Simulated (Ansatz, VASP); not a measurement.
# Co: VASP beside Ansatz

File INCAR:

```
ALGO     = Normal         # electronic algorithm
EDIFF    = 1E-6           # SCF threshold, eV
ENCUT    = 520            # plane-wave cutoff, eV
GGA      = PE             # functional
ISIF     = 2              # what is computed and relaxed
ISMEAR   = 0              # smearing method
LASPH    = True           # aspherical terms in the spheres
LCHARG   = False          # write CHGCAR
LREAL    = False          # projectors in reciprocal space
LWAVE    = False          # write WAVECAR
NBANDS   = 10             # bands
NELM     = 60             # most SCF steps
PREC     = Accurate       # precision mode
SIGMA    = 0.05           # smearing width, eV
```

File KPOINTS:

```
k-points
0
Gamma
  20 20 20
```

File POSCAR:

```
Co
1.0
    0.0000000000      1.7600388120      1.7600388120
    1.7600388120      0.0000000000      1.7600388120
    1.7600388120      1.7600388120      0.0000000000
Co
1
Direct
    0.0000000000      0.0000000000      0.0000000000
```

Input for Ansatz:

```yaml
crystal:
  lattice:
    - [0.0, 1.760038812, 1.760038812]
    - [1.760038812, 0.0, 1.760038812]
    - [1.760038812, 1.760038812, 0.0]
  atoms:
    - { symbol: Co, position: [0.0, 0.0, 0.0] }
basis:
  ecutwfc: 420
  ecutrho_ratio: 4
kpoints:
  mp_grid: { grid: [20, 20, 20] }
hamiltonian:
  xc: pbe
scf:
  occupations: { method: gaussian, width: 0.05 }
output:
  forces: true
  stress: true
  eigenvalues: true
```

Alike in both runs: task single point; functional PBE; k mesh 20 × 20 × 20; occupations gaussian, width 0.05 eV; no spin polarisation.

|  | VASP | Ansatz |
| --- | --- | --- |
| version | VASP 6.6.1 | Ansatz 0.2.0 |
| potentials or method | VASP PAW PBE potentials, release 64 (Co), cutoff 520 eV | scalar-relativistic, plane waves, PAW |
| valence electrons in the cell | 9 | 17 |

|  | VASP | Ansatz | Ansatz less VASP |
| --- | --- | --- | --- |
| gap on the k mesh at the Fermi level (eV) | none | none | - |
| pressure (GPa) | -13.2 | -12.8 | +0.42 |

A gap of «none» marks a metal or a gap that the smearing closes. With one functional, cell and mesh, what is left measures potentials, basis and numerics. VASP's potentials hold 9 valence electrons a cell and Ansatz's 17, so a difference there can come from the potentials and not from the codes.
